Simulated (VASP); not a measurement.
Write the native input for VASP 6.6.1 that does the following.

```yaml
Task: electric field gradients
Functional: r2SCAN
Potentials_or_basis: VASP PAW PBE potentials, release 64 (Al, N)
Cutoff: 520 eV
k_mesh: 11 × 11 × 6
Occupations: fermi-dirac, width 0.02 eV
Spin: no spin polarisation
Dipole_correction: no
Further_INCAR_settings: ALGO = Normal; EDIFF = 1e-08; NBANDS = 16
```

The system is AlN.

```
Al N
1.0
     3.11000    0.00000    0.00000
    -1.55500    2.69334    0.00000
     0.00000    0.00000    4.98000
Al N
2 2
Direct
  0.66667 0.33333 0.00000
  0.33333 0.66667 0.50000
  0.66667 0.33333 0.38200
  0.33333 0.66667 0.88200
```

These files were run (other wordings do the same):

POSCAR

```
AlN
1.0
    3.1100000000      0.0000000000      0.0000000000
   -1.5550000000      2.6933390058      0.0000000000
    0.0000000000      0.0000000000      4.9800000000
Al N
2 2
Direct
    0.6666666667      0.3333333333      0.0000000000
    0.3333333333      0.6666666667      0.5000000000
    0.6666666667      0.3333333333      0.3820000000
    0.3333333333      0.6666666667      0.8820000000
```

INCAR.step1

```
PREC     = Accurate       # precision mode
ENCUT    = 520            # plane-wave cutoff, eV
ISMEAR   = -1             # smearing method
SIGMA    = 0.02           # smearing width, eV
LREAL    = F              # projectors in reciprocal space
LASPH    = T              # aspherical terms in the spheres
NELM     = 60             # most SCF steps
NBANDS   = 16             # bands
GGA      = PE             # functional
ALGO     = Normal         # electronic algorithm
EDIFF    = 1E-4           # SCF threshold, eV
LWAVE    = T              # write WAVECAR
LCHARG   = F              # write CHGCAR
```

INCAR.step2

```
PREC     = Accurate       # precision mode
ENCUT    = 520            # plane-wave cutoff, eV
EDIFF    = 1E-8           # SCF threshold, eV
ISMEAR   = -1             # smearing method
SIGMA    = 0.02           # smearing width, eV
LREAL    = F              # projectors in reciprocal space
LASPH    = T              # aspherical terms in the spheres
NELM     = 60             # most SCF steps
ALGO     = Normal         # electronic algorithm
ISIF     = 2              # what is computed and relaxed
LWAVE    = F              # write WAVECAR
LCHARG   = F              # write CHGCAR
METAGGA  = R2SCAN         # meta-GGA
LMIXTAU  = T            
LEFG     = T            
NBANDS   = 16             # bands
ISTART   = 1
```

KPOINTS

```
regular mesh
0
Gamma
  11 11 6
```

Potentials or basis: VASP PAW PBE potentials, release 64 (Al, N).

Launch:

```sh
$ cat potpaw_PBE.64/Al/POTCAR potpaw_PBE.64/N/POTCAR > POTCAR
$ cp INCAR.step1 INCAR
$ mpirun -np 1 vasp_std > vasp.out
$ cp INCAR.step2 INCAR
$ mpirun -np 1 vasp_std > vasp.out
```

Results of the run:

* Pressure: -0.9 GPa
* Largest force: 0.016 eV/Å
* Band gap on the k mesh: 4.89 eV, direct

Caveat: without QUAD_EFG the Cq values of the log hold for a quadrupole moment of 1 mb, not for the nuclei; the PAW data sets were made with another functional, which shifts forces and pressure a little.

Run time: 2.5 min on 1 thread of AMD EPYC 9R45 96-Core Processor (Zen 5) (shared host), peak memory 0.15 GiB.
